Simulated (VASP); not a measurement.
A run of VASP 6.6.1 is set up as follows.

INCAR

```
SYSTEM = Ag
ALGO     = Normal         ! electronic algorithm
EDIFF    = 1E-6           ! SCF threshold, eV
EDIFFG   = -0.04          ! ionic threshold
ENCUT    = 600            ! plane-wave cutoff, eV
GGA      = PE             ! functional
IBRION   = 2              ! ionic algorithm
ISIF     = 3              ! what is computed and relaxed
ISMEAR   = 0              ! smearing method
LASPH    = .True.         ! aspherical terms in the spheres
LCHARG   = .False.        ! write CHGCAR
LREAL    = .False.        ! projectors in reciprocal space
LWAVE    = .False.        ! write WAVECAR
NELM     = 80             ! most SCF steps
NSW      = 90             ! ionic steps
PREC     = Accurate       ! precision mode
SIGMA    = 0.1            ! smearing width, eV
```

The input KPOINTS:

```
k-points
0
Gamma
  6 6 8
  0 0 0
```

Contents of POSCAR:

```
Ag
1.0
    1.6984651100     -1.9196869200      0.0000000000
    1.6984651100      1.9196869200      0.0000000000
    0.0000000000      0.0000000000      2.4752386100
Ag
1
Direct
    0.5000000000      0.5000000000      0.5000000000
```

Potentials or basis: VASP PAW PBE potentials, release 64 (Ag).

Run with:

```console
$ cat potpaw_PBE.64/Ag/POTCAR > POTCAR
$ mpirun -np 1 vasp_std > vasp.out
```

(1) Estimate the space group after relaxing (to 0.05 Å).

(2) Estimate the relaxed cell.

(3) Estimate the relaxed volume.

Answers

(1) P6/mmm (No. 191).

(2) a = 2.834 Å, b = 2.834 Å, c = 2.781 Å, α = 90.00°, β = 90.00°, γ = 119.73°.

(3) 19.39 Å³/atom.

Caveat: the k points lie up to 0.43 Å⁻¹ apart in the final cell; the volume moved by over 15 % at a fixed basis, so the end points are rough.
